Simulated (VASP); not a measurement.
Wanted: the native input for a VASP 6.6.1 run.

```
Task                   : single point
Functional             : PBE
Potentials or basis    : VASP PAW PBE potentials, release 64 (Al, N)
Cutoff                 : 520 eV
k mesh                 : 12 × 12 × 6
Occupations            : gaussian, width 0.02 eV
Spin                   : no spin polarisation
Dipole correction      : no
Further INCAR settings : ALGO = Normal; EDIFF = 1e-07; NBANDS = 16
```

The structure of AlN lies in POSCAR:

```
AlN
1.0
    2.9893490411      0.0000000000      0.0000000000
   -1.4946745206      2.5888522104      0.0000000000
    0.0000000000      0.0000000000      5.1332161555
Al N
2 2
Direct
    0.6666666667      0.3333333333      0.5053245002
    0.3333333333      0.6666666667      1.0053245002
    0.6666666667      0.3333333333      0.8746754998
    0.3333333333      0.6666666667      0.3746754998
```

This cell differs from its parent crystal: biaxial strain in the a-b plane: -4.5 %, then relaxed in part.

One way to write it, as run:

INCAR

```
SYSTEM = AlN
  PREC = Accurate
  ENCUT = 520
  EDIFF = 1E-7
  ISMEAR = 0
  SIGMA = 0.02
  LREAL = .FALSE.
  LASPH = .TRUE.
  NELM = 80
  ALGO = Normal
  ISIF = 2
  LWAVE = .FALSE.
  LCHARG = .FALSE.
  GGA = PE
  NBANDS = 16
```

KPOINTS

```
Automatic mesh
0
G
  12 12 6
  0 0 0
```

Potentials or basis: VASP PAW PBE potentials, release 64 (Al, N).

Launch:

```bash
$ cat potpaw_PBE.64/Al/POTCAR potpaw_PBE.64/N/POTCAR > POTCAR
$ mpirun -np 1 vasp_std > vasp.out
```

Results of the run:

```yaml
Pressure: 15.7 GPa
Band_gap_on_the_k_mesh: 4.45 eV
```

Caveat: the cell differs from its parent crystal (biaxial strain in the a-b plane: -4.5 %, then relaxed in part); the cell stands under pressure.

It took 39 s on 1 thread of Intel Xeon 8259CL, with other jobs on the host, peak memory 0.18 GiB.
